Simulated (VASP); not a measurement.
Ca, 1 atom in the cell. Symmetry: Im-3m, No. 229, cubic system. The conventional cell has a = 4.480 Å, b = 4.480 Å, c = 4.480 Å, α = 90.00°, β = 90.00°, γ = 90.00°. Ca (site symmetry m-3m) has 14 Ca at 3.88 to 4.48 Å within 5.1 Å. 

| Quantity | Value |
| --- | --- |
| Program | VASP 6.6.1 |
| Task | relaxation of cell and atoms |
| Functional | BLYP |
| Dispersion | D3(BJ) |
| Potentials or basis | VASP PAW PBE potentials, release 64 (Ca_sv) |
| Cutoff | 600 eV |
| k mesh | 8 × 8 × 8 |
| Occupations | fermi-dirac, width 0.05 eV |
| Spin | no spin polarisation |
| Dipole correction | no |
| Further INCAR settings | ALGO = Normal; EDIFF = 1e-07; IBRION = 2; EDIFFG = -0.02; NSW = 80; ISIF = 3 |

Potentials or basis: VASP PAW PBE potentials, release 64 (Ca_sv).

Command:

```bash
$ cat potpaw_PBE.64/Ca_sv/POTCAR > POTCAR
$ mpirun -np 1 vasp_std > vasp.out
```

Hardware: 1 thread of Intel(R) Xeon(R) 6975P-C (Granite Rapids) (shared host).

**Question.** How long does it take, and how much memory?

**Answer.** Run time: 45 s on 1 thread of Intel(R) Xeon(R) 6975P-C (Granite Rapids), with other jobs on the host, peak memory 0.19 GiB. Counts: scf iterations 46, k points 29, ion steps 4.
